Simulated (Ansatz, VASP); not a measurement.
**Two plane-wave programs on Sr**

```xyz
2
Lattice="4.3133 0.0000 0.0000 -2.1567 3.7355 0.0000 0.0000 0.0000 7.1017" Properties=species:S:1:pos:R:3 pbc="T T T"
Sr    0.0000    2.4903    1.7754
Sr    2.1567    1.2452    5.3263
```

Alike in both runs: task single point; functional r2SCAN; k mesh 10 × 10 × 5; occupations fermi-dirac, width 0.1 eV; no spin polarisation.

|  | VASP | Ansatz |
| --- | --- | --- |
| version | VASP 6.6.1 | Ansatz 0.2.0 |
| potentials or method | VASP PAW PBE potentials, release 64 (Sr_sv), cutoff 520 eV | plane waves (500 eV) with PAW, scalar-relativistic |
| valence electrons in the cell | 20 | 20 |

```tsv
	VASP	Ansatz	Ansatz less VASP
pressure (GPa)	0.0	0.0	-0.01
```

VASP's potentials were made for PBE, not for r2SCAN. With one functional, cell and mesh, what is left measures potentials, basis and numerics.
